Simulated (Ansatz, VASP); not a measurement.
**One calculation of BaS, two programs**

The input POSCAR:

```
BaS
1.0
    0.0000000000      3.2119099267      3.2119099267
    3.2119099267      0.0000000000      3.2119099267
    3.2119099267      3.2119099267      0.0000000000
Ba S
1 1
Direct
    0.0000000000      0.0000000000      0.0000000000
    0.5000000000      0.5000000000      0.5000000000
```

File INCAR.step1:

```
SYSTEM = BaS
PREC = Accurate
ENCUT = 520
ISMEAR = 0
SIGMA = 0.01
LREAL = .FALSE.
LASPH = .TRUE.
NELM = 100
NBANDS = 15
GGA = PE
ALGO = Normal
EDIFF = 1E-4
LWAVE = .TRUE.
LCHARG = .FALSE.
```

File INCAR.step2:

```
SYSTEM = BaS
PREC = Accurate
ENCUT = 520
EDIFF = 1E-7
ISMEAR = 0
SIGMA = 0.01
LREAL = .FALSE.
LASPH = .TRUE.
NELM = 100
ALGO = Normal
ISIF = 2
LWAVE = .FALSE.
LCHARG = .FALSE.
METAGGA = R2SCAN
LMIXTAU = .TRUE.
NBANDS = 15
ISTART = 1
```

File KPOINTS:

```
regular mesh
0
G
  6 6 6
  0 0 0
```

Input for Ansatz:

```yaml
crystal:
  lattice:
    - [0.0, 3.2119099267, 3.2119099267]
    - [3.2119099267, 0.0, 3.2119099267]
    - [3.2119099267, 3.2119099267, 0.0]
  atoms:
    - { symbol: Ba, position: [0.0, 0.0, 0.0] }
    - { symbol: S, position: [0.5, 0.5, 0.5] }
kpoints:
  mp_grid: { grid: [6, 6, 6] }
hamiltonian:
  xc: r2scan
scf:
  occupations: { method: fixed }
  n_extra_bands: 4
output:
  forces: true
  stress: true
  eigenvalues: true
```

Alike in both runs: task single point; functional r2SCAN; k mesh 6 × 6 × 6; no spin polarisation.

```csv
,VASP,Ansatz
version,VASP 6.6.1,Ansatz 0.2.0
potentials or method,"VASP PAW PBE potentials, release 64 (Ba_sv, S)","plane waves, PAW"
plane-wave cutoff (eV),520,500
occupations,"gaussian, width 0.01 eV",fixed
valence electrons in the cell,16,16
```

Ansatz gave:

```
gap on the k mesh at the Fermi level (eV) : 2.58
pressure (GPa)                            : 0.0
```

What did VASP give for the same quantities?

gap on the k mesh at the Fermi level (eV): 2.49; pressure (GPa): 0.6.

VASP's potentials were made for PBE, not for r2SCAN.

Spin-orbit coupling is off throughout.
